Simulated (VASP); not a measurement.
# SiC (P6_3mc) in VASP: single point with r2SCAN

Aim: the single point of SiC with r2SCAN.

All numbers are computed with VASP 6.6.1; they aren't measurements. Logs are shortened: lines on timing, memory, paths and dates and some standing lists are left out, and cuts for length are marked.

### Step 1. The cell of the first run

It takes space group P6_3mc (No. 186, hexagonal). Conventional cell: a = 3.078 Å, b = 3.078 Å, c = 15.107 Å, α = 90.00°, β = 90.00°, γ = 120.00°. Si (site symmetry 3m) has 4 C at 1.89 Å within 2.5 Å. Within 2.5 Å of Si (site symmetry 3m) lie 4 C at 1.88 to 1.89 Å. Within 2.5 Å of Si (site symmetry 3m) lie 4 C at 1.88 to 1.89 Å. Within 2.5 Å of C (site symmetry 3m) lie 4 Si at 1.88 to 1.89 Å. Within 2.5 Å of C (site symmetry 3m) lie 4 Si at 1.88 to 1.89 Å. Within 2.5 Å of C (site symmetry 3m) lie 4 Si at 1.89 Å.

### Step 2. Single point, r2SCAN

Input file POSCAR:

```
SiC
1.0
    3.0784430158      0.0000000000      0.0000000000
   -1.5392215079      2.6660098558      0.0000000000
    0.0000000000      0.0000000000     15.1066431406
Si C
6 6
Direct
    0.0000000000      0.0000000000     -0.0000365677
    0.3333333333      0.6666666667      0.1666983162
    0.6666666667      0.3333333333      0.3331813000
    0.0000000000      0.0000000000      0.4999634323
    0.6666666667      0.3333333333      0.6666983162
    0.3333333333      0.6666666667      0.8331813000
    0.0000000000      0.0000000000      0.1253171984
    0.3333333333      0.6666666667      0.2916853019
    0.6666666667      0.3333333333      0.4581544511
    0.0000000000      0.0000000000      0.6253171984
    0.6666666667      0.3333333333      0.7916853019
    0.3333333333      0.6666666667      0.9581544511
```

Input file INCAR.step1:

```
ALGO     = Normal         # electronic algorithm
EDIFF    = 1E-4           # SCF threshold, eV
ENCUT    = 520            # plane-wave cutoff, eV
GGA      = PE             # functional
ISMEAR   = 0              # smearing method
LASPH    = T              # aspherical terms in the spheres
LCHARG   = F              # write CHGCAR
LREAL    = F              # projectors in reciprocal space
LWAVE    = T              # write WAVECAR
NBANDS   = 36             # bands
NELM     = 60             # most SCF steps
PREC     = Accurate       # precision mode
SIGMA    = 0.01           # smearing width, eV
```

Input file INCAR.step2:

```
ALGO     = Normal         # electronic algorithm
EDIFF    = 1E-6           # SCF threshold, eV
ENCUT    = 520            # plane-wave cutoff, eV
ISIF     = 2              # what is computed and relaxed
ISMEAR   = 0              # smearing method
ISTART   = 1            
LASPH    = T              # aspherical terms in the spheres
LCHARG   = F              # write CHGCAR
LMIXTAU  = T            
LREAL    = F              # projectors in reciprocal space
LWAVE    = F              # write WAVECAR
METAGGA  = R2SCAN         # meta-GGA
NBANDS   = 36             # bands
NELM     = 60             # most SCF steps
PREC     = Accurate       # precision mode
SIGMA    = 0.01           # smearing width, eV
```

Input file KPOINTS:

```
k-points
0
Gamma
  12 12 2
```

Potentials or basis: VASP PAW PBE potentials, release 64 (Si, C).

Launch:

```sh
> cat potpaw_PBE.64/Si/POTCAR potpaw_PBE.64/C/POTCAR > POTCAR
> cp INCAR.step1 INCAR
> mpirun -np 1 vasp_std > vasp.out
> cp INCAR.step2 INCAR
> mpirun -np 1 vasp_std > vasp.out
```

OUTCAR:

```text
EDIFF = 1E-6
   ENCUT = 520
   ISIF = 2
   ISMEAR = 0
   ISTART = 1
   LASPH = T
   LREAL = F
   METAGGA = R2SCAN
   NELM = 60
   PREC = Accurate

 ion  position               nearest neighbor table
   1  0.000  0.000  1.000-  12 1.89  12 1.89  12 1.89   7 1.89   2 3.08   2 3.08   2 3.08   6 3.08
                             6 3.08   6 3.08
   2  0.333  0.667  0.167-   7 1.88   7 1.88   7 1.88   8 1.89   3 3.08   3 3.08   3 3.08   1 3.08
                             1 3.08   1 3.08
   3  0.667  0.333  0.333-   8 1.88   8 1.88   8 1.88   9 1.89   2 3.08   2 3.08   2 3.08   4 3.08
                             4 3.08   4 3.08
   4  0.000  0.000  0.500-   9 1.89   9 1.89   9 1.89  10 1.89   5 3.08   5 3.08   5 3.08   3 3.08
                             3 3.08   3 3.08
   5  0.667  0.333  0.667-  10 1.88  10 1.88  10 1.88  11 1.89   6 3.08   6 3.08   6 3.08   4 3.08
                             4 3.08   4 3.08
   6  0.333  0.667  0.833-  11 1.88  11 1.88  11 1.88  12 1.89   5 3.08   5 3.08   5 3.08   1 3.08
                             1 3.08   1 3.08
   7  0.000  0.000  0.125-   2 1.88   2 1.88   2 1.88   1 1.89
   8  0.333  0.667  0.292-   3 1.88   3 1.88   3 1.88   2 1.89
   9  0.667  0.333  0.458-   4 1.89   4 1.89   4 1.89   3 1.89
  10  0.000  0.000  0.625-   5 1.88   5 1.88   5 1.88   4 1.89
  11  0.667  0.333  0.792-   6 1.88   6 1.88   6 1.88   5 1.89
  12  0.333  0.667  0.958-   1 1.89   1 1.89   1 1.89   6 1.89

  LATTYP: Found a hexagonal cell.
 ALAT       =     3.0784430158
 C/A-ratio  =     4.9072349441

  Lattice vectors:

 A1 = (   3.0784430158,   0.0000000000,   0.0000000000)
 A2 = (  -1.5392215079,   2.6660098558,   0.0000000000)
 A3 = (   0.0000000000,   0.0000000000,  15.1066431406)

Analysis of symmetry for initial positions (statically):
=====================================================================
 Subroutine PRICEL returns:
 Original cell was already a primitive cell.

 Routine SETGRP: Setting up the symmetry group for a
 hexagonal supercell.

 Subroutine GETGRP returns: Found 12 space group operations
 (whereof  6 operations were pure point group operations)
 out of a pool of 24 trial point group operations.

The static configuration has the point symmetry C_3v.
 The point group associated with its full space group is C_6v.

Analysis of symmetry for dynamics (positions and initial velocities):
=====================================================================
[... 143 lines left out ...]
   NUPDOWN=      -1.0000    fix difference up-down
   EMIN   =  10.00;   EMAX   =-10.00  energy-range for DOS
   EFERMI =   0.00;   METHOD = LEGACY
   ISMEAR =     0;   SIGMA  =   0.01  broadening in eV -4-tet -1-fermi 0-gaus
   EFERMI_NEDOS =   21; number of points for ismear=-14 and -15
   IALGO  =     38    algorithm
   IMIX   =      4    mixing-type and parameters
     AMIX     =   0.40;   BMIX     =  1.00
     AMIX_MAG =   1.60;   BMIX_MAG =  1.00
  volume/ion in A,a.u.               =      10.33        69.72
  Fermi-wavevector in a.u.,A,eV,Ry     =   1.193168  2.254761 19.369935  1.423650
  Thomas-Fermi vector in A             =   2.329189
   LORBIT       =      0    0 simple, 1 ext, 2 COOP (PROOUT), +10 PAW based schemes
   METAGGA = R2SCAN    functional components
   LHFCALC =     F    Hartree Fock is set to
   AEXX    =    0.0000 exact exchange contribution
   IVDW    =     0    specifies the selected vdW correction
   LEPSILON=     F    determine dielectric tensor
   LRPA    =     F    only Hartree local field effects (RPA)
 non-spin polarized calculation
 Gauss-broadening in eV      SIGMA  =   0.01
  energy-cutoff  :      520.00
  volume of cell :      123.98
 maximum number of plane-waves:      3358
 NGX is ok and might be reduce to    24
   NGX = 11   NGY = 11   NGZ = 57

 number of electron      47.9999999 magnetization

 Free energy of the ion-electron system (eV)
  ---------------------------------------------------
  ext. energy  EPLUGINS =         0.00000000
  ---------------------------------------------------
  free energy    TOTEN  =      -115.96445204 eV

  energy without entropy =     -115.96445204  energy(sigma->0) =     -115.96445204

 E-fermi :   8.1508     XC(G=0): -11.9384

 val. band max:        8.0459212281   @ k =   0.0000   0.0000   0.0000
 cond. band min:      10.4443433763   @ k =   0.5000  -0.0000   0.0000
 fundamental gap:      2.3984221482
 Fermi energy:         8.1508485155

 k-point     1 :       0.0000    0.0000    0.0000
  band No.  band energies     occupation
      1      -8.1999      2.00000
      2      -7.6591      2.00000
      3      -7.6228      2.00000
      4      -6.0847      2.00000
      5      -6.0536      2.00000
      6      -4.5698      2.00000
[... 925 lines left out ...]
     35      16.5250      0.00000
     36      16.5250      0.00000

 [... further k-points ...]

------------------------ aborting loop because EDIFF is reached ----------------------------------------

  FORCE on cell =-STRESS in cart. coord.  units (eV):
  Direction    XX          YY          ZZ          XY          YZ          ZX
  --------------------------------------------------------------------------------------
  -------------------------------------------------------------------------------------
  Total       -0.1397624     -0.1397624     -0.1335770      0.0000000      0.0000000     -0.0000000
  in kB       -1.8060929     -1.8060929     -1.7261619      0.0000000      0.0000000     -0.0000000
  external PRESSURE =      -1.7794492 kB  Pullay stress =       0.0000000 kB

 VOLUME and BASIS-vectors are now :
 -----------------------------------------------------------------------------
  energy-cutoff  :      520.00
  volume of cell :      123.98
      direct lattice vectors                 reciprocal lattice vectors
     3.078443016  0.000000000  0.000000000     0.324839536  0.187546193  0.000000000
    -1.539221508  2.666009856  0.000000000     0.000000000  0.375092387  0.000000000
     0.000000000  0.000000000 15.106643141     0.000000000  0.000000000  0.066196043

 POSITION                                       TOTAL-FORCE (eV/Angst)
 -----------------------------------------------------------------------------------
      0.00000      0.00000     15.10609         0.000000      0.000000     -0.001520
     -0.00000      1.77734      2.51825        -0.000000      0.000000      0.000404
      1.53922      0.88867      5.03325         0.000000      0.000000      0.000779
      0.00000      0.00000      7.55277        -0.000000      0.000000     -0.001520
      1.53922      0.88867     10.07157         0.000000     -0.000000      0.000404
     -0.00000      1.77734     12.58657         0.000000     -0.000000      0.000779
      0.00000      0.00000      1.89312        -0.000000     -0.000000      0.000103
     -0.00000      1.77734      4.40639        -0.000000      0.000000      0.000055
      1.53922      0.88867      6.92118         0.000000     -0.000000      0.000179
      0.00000      0.00000      9.44644         0.000000      0.000000      0.000103
      1.53922      0.88867     11.95971        -0.000000      0.000000      0.000055
     -0.00000      1.77734     14.47450         0.000000      0.000000      0.000179
 -----------------------------------------------------------------------------------
    total drift:                                0.000000      0.000000     -0.000586

  FREE ENERGIE OF THE ION-ELECTRON SYSTEM (eV)
  ---------------------------------------------------
  free  energy   TOTEN  =      -115.9644520362 eV

  energy  without entropy=     -115.9644520362  energy(sigma->0) =     -115.96445204
```

It took 27 min on 1 thread of Intel Xeon 8259CL, shared host; peak memory 0.33 GiB.

What came out:

```yaml
Free_energy: -115.9645 eV
Pressure: -0.2 GPa
Band_gap_on_the_k_mesh: 2.40 eV (least direct gap 3.56 eV)
```

Caveat: the PAW data sets were made with another functional, which shifts forces and pressure a little.
